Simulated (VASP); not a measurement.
# CdS (Fm-3m) in VASP: notebook, part 3 of 3

VASP 6.6.1. Earlier steps stand in the parts before.

## 5. Single point, PBEsol

This run uses another cell than the first one, of 22.12 Å³/atom, 1.082 times its volume.

Input file INCAR:

```
PREC = Accurate
ENCUT = 500
EDIFF = 1E-6
ISMEAR = 0
SIGMA = 0.01
LREAL = False
LASPH = True
NELM = 120
ALGO = Normal
ISIF = 2
LWAVE = False
LCHARG = False
GGA = PS
NBANDS = 16
GGA_COMPAT = False
```

Input file KPOINTS:

```
regular mesh
0
Gamma
  6 6 6
```

Input file POSCAR:

```
CdS
1.0
    0.0000000000      2.8072428857      2.8072428857
    2.8072428857      0.0000000000      2.8072428857
    2.8072428857      2.8072428857      0.0000000000
Cd S
1 1
Direct
    0.0000000000      0.0000000000      0.0000000000
    0.5000000000      0.5000000000      0.5000000000
```

Potentials or basis: VASP PAW PBE potentials, release 64 (Cd, S).

The run is started by

```sh
$ cat potpaw_PBE.64/Cd/POTCAR potpaw_PBE.64/S/POTCAR > POTCAR
$ mpirun -np 1 vasp_std > vasp.out
```

OUTCAR:

```text
PREC = Accurate
   ENCUT = 500
   EDIFF = 1E-6
   ISMEAR = 0
   LREAL = False
   LASPH = True
   NELM = 120
   ISIF = 2
   GGA = PS

 ion  position               nearest neighbor table
   1  0.000  0.000  0.000-   2 2.81   2 2.81   2 2.81   2 2.81   2 2.81   2 2.81
   2  0.500  0.500  0.500-   1 2.81   1 2.81   1 2.81   1 2.81   1 2.81   1 2.81

  LATTYP: Found a face centered cubic cell.
 ALAT       =     5.6144857714

  Lattice vectors:

 A1 = (   0.0000000000,   2.8072428857,   2.8072428857)
 A2 = (   2.8072428857,   0.0000000000,   2.8072428857)
 A3 = (   2.8072428857,   2.8072428857,   0.0000000000)

Analysis of symmetry for initial positions (statically):
=====================================================================
 Subroutine PRICEL returns:
 Original cell was already a primitive cell.

 Routine SETGRP: Setting up the symmetry group for a
 face centered cubic supercell.

 Subroutine GETGRP returns: Found 48 space group operations
 (whereof 48 operations were pure point group operations)
 out of a pool of 48 trial point group operations.

The static configuration has the point symmetry O_h .

Analysis of symmetry for dynamics (positions and initial velocities):
=====================================================================
 Subroutine PRICEL returns:
 Original cell was already a primitive cell.

 Routine SETGRP: Setting up the symmetry group for a
 face centered cubic supercell.

 Subroutine GETGRP returns: Found 48 space group operations
 (whereof 48 operations were pure point group operations)
 out of a pool of 48 trial point group operations.

The dynamic configuration has the point symmetry O_h .

 Subroutine INISYM returns: Found 48 space group operations
 (whereof 48 operations are pure point group operations),
 and found     1 'primitive' translations

----------------------------------------------------------------------------------------

                                     Primitive cell
[... 101 lines left out ...]
     AMIX     =   0.40;   BMIX     =  1.00
     AMIX_MAG =   1.60;   BMIX_MAG =  1.00
  volume/ion in A,a.u.               =      22.12       149.29
  Fermi-wavevector in a.u.,A,eV,Ry     =   1.213042  2.292316 20.020562  1.471470
  Thomas-Fermi vector in A             =   2.348506
   LORBIT       =      0    0 simple, 1 ext, 2 COOP (PROOUT), +10 PAW based schemes
   GGA     = PS    functional components
   LHFCALC =     F    Hartree Fock is set to
   AEXX    =    0.0000 exact exchange contribution
   IVDW    =     0    specifies the selected vdW correction
   LEPSILON=     F    determine dielectric tensor
   LRPA    =     F    only Hartree local field effects (RPA)
 non-spin polarized calculation
 Gauss-broadening in eV      SIGMA  =   0.01
  energy-cutoff  :      500.00
  volume of cell :       44.25
 maximum number of plane-waves:      1158
 NGX is ok and might be reduce to    30
   NGX = 15   NGY = 15   NGZ = 15

 number of electron      17.9999994 magnetization

 Free energy of the ion-electron system (eV)
  ---------------------------------------------------
  ext. energy  EPLUGINS =         0.00000000
  ---------------------------------------------------
  free energy    TOTEN  =        -6.52358054 eV

  energy without entropy =       -6.52358054  energy(sigma->0) =       -6.52358054

 E-fermi :   2.1351     XC(G=0): -10.2249

 val. band max:        2.0776723412   @ k =   0.5000   0.0000   0.0000
 cond. band min:       2.2013125664   @ k =   0.5000   0.5000   0.0000
 fundamental gap:      0.1236402252
 Fermi energy:         2.1351291609

 k-point     1 :       0.0000    0.0000    0.0000
  band No.  band energies     occupation
      1     -10.2253      2.00000
      2      -5.3831      2.00000
      3      -5.3831      2.00000
      4      -5.3825      2.00000
      5      -5.3825      2.00000
      6      -5.3825      2.00000
[... 281 lines left out ...]
      3      -5.4304      2.00000
      4      -5.2795      2.00000
      5      -5.1607      2.00000
      6      -4.7368      2.00000
[... 8 lines left out ...]
     15      15.4064      0.00000
     16      16.5679      0.00000

------------------------ aborting loop because EDIFF is reached ----------------------------------------

  FORCE on cell =-STRESS in cart. coord.  units (eV):
  Direction    XX          YY          ZZ          XY          YZ          ZX
  --------------------------------------------------------------------------------------
  -------------------------------------------------------------------------------------
  Total       -1.9856053     -1.9856053     -1.9856053     -0.0000000     -0.0000000     -0.0000000
  in kB      -71.9007683    -71.9007683    -71.9007683     -0.0000000     -0.0000000     -0.0000000
  external PRESSURE =     -71.9007683 kB  Pullay stress =       0.0000000 kB

 VOLUME and BASIS-vectors are now :
 -----------------------------------------------------------------------------
  energy-cutoff  :      500.00
  volume of cell :       44.25
      direct lattice vectors                 reciprocal lattice vectors
     0.000000000  2.807242886  2.807242886    -0.178110702  0.178110702  0.178110702
     2.807242886  0.000000000  2.807242886     0.178110702 -0.178110702  0.178110702
     2.807242886  2.807242886  0.000000000     0.178110702  0.178110702 -0.178110702

 POSITION                                       TOTAL-FORCE (eV/Angst)
 -----------------------------------------------------------------------------------
      0.00000      0.00000      0.00000        -0.000000      0.000000     -0.000000
      2.80724      2.80724      2.80724         0.000000     -0.000000      0.000000
 -----------------------------------------------------------------------------------
    total drift:                               -0.000000      0.000000      0.000000

  FREE ENERGIE OF THE ION-ELECTRON SYSTEM (eV)
  ---------------------------------------------------
  free  energy   TOTEN  =        -6.5235805418 eV

  energy  without entropy=       -6.5235805418  energy(sigma->0) =       -6.52358054
```

OSZICAR:

```text
N       E                     dE             d eps       ncg     rms          rms(c)
DAV:   1     0.103068561439E+03    0.10307E+03   -0.91656E+03   528   0.102E+03
DAV:   2    -0.315356302719E+01   -0.10622E+03   -0.99548E+02   616   0.246E+02
DAV:   3    -0.705991518415E+01   -0.39064E+01   -0.38987E+01   632   0.492E+01
DAV:   4    -0.707801143292E+01   -0.18096E-01   -0.18095E-01   608   0.338E+00
DAV:   5    -0.707818990251E+01   -0.17847E-03   -0.17847E-03   664   0.324E-01    0.598E+00
DAV:   6    -0.655139982247E+01    0.52679E+00   -0.88324E-01   680   0.115E+01    0.525E+00
DAV:   7    -0.652808297624E+01    0.23317E-01   -0.12626E-01   592   0.263E+00    0.276E+00
DAV:   8    -0.652378566267E+01    0.42973E-02   -0.14379E-02   616   0.142E+00    0.178E-01
DAV:   9    -0.652354697212E+01    0.23869E-03   -0.11888E-03   624   0.453E-01    0.537E-02
DAV:  10    -0.652356968840E+01   -0.22716E-04   -0.14724E-04   624   0.132E-01    0.514E-02
DAV:  11    -0.652358220333E+01   -0.12515E-04   -0.19185E-05   616   0.411E-02    0.126E-02
DAV:  12    -0.652358056718E+01    0.16361E-05   -0.38525E-06   648   0.185E-02    0.407E-03
DAV:  13    -0.652358054175E+01    0.25429E-07   -0.40280E-07   336   0.447E-03
   1 F= -.65235805E+01 E0= -.65235805E+01  d E =-.960966E-18
```

stdout:

```text
POSCAR found type information on POSCAR CdS
 POSCAR found :  2 types and       2 ions
 scaLAPACK will be used
 -----------------------------------------------------------------------------
|                                                                             |
|                                                                             |
|     You enforced a specific xc type in the INCAR file but a different       |
|     I HOPE YOU KNOW WHAT YOU ARE DOING!                                     |
|                                                                             |
 -----------------------------------------------------------------------------

 LDA part: xc-table for (Slater+PW92), standard interpolation
 POSCAR, INCAR and KPOINTS ok, starting setup
 FFT: planning ... GRIDC
 FFT: planning ... GRID_SOFT
 FFT: planning ... GRID
 WAVECAR not read
 entering main loop
```

Wall time 26 s (1 thread of Intel Xeon 8259CL, shared host); peak memory 0.17 GiB.

Results:

```
Free energy            : -6.5236 eV
Pressure               : -7.2 GPa
Band gap on the k mesh : 0.12 eV, indirect (least direct gap 1.06 eV)
```

Caveat: the PAW data sets were made with another functional, which shifts forces and pressure a little. A k mesh can miss the band edges.

## 6. Overview

```tsv
cell	gap on the mesh (eV)	pressure (GPa)
a = 3.868 Å, angles 60.0°, 2 atoms	0.12	-2.6
a = 3.919 Å, angles 60.0°, 2 atoms	0.13	-5.2
a = 3.945 Å, angles 60.0°, 2 atoms	0.13	-6.2
a = 3.970 Å, angles 60.0°, 2 atoms	0.12	-7.2
```

Alike in all rows: task single point; level PBEsol; potentials or basis VASP PAW PBE potentials, release 64 (Cd, S); no spin polarisation; k mesh 6 × 6 × 6; cutoff (eV) 500; smearing gaussian 0.01 eV.

Caveats: the PAW data sets were made with another functional, which shifts forces and pressure a little.

Absolute energies hang on the potentials; compare differences alone.
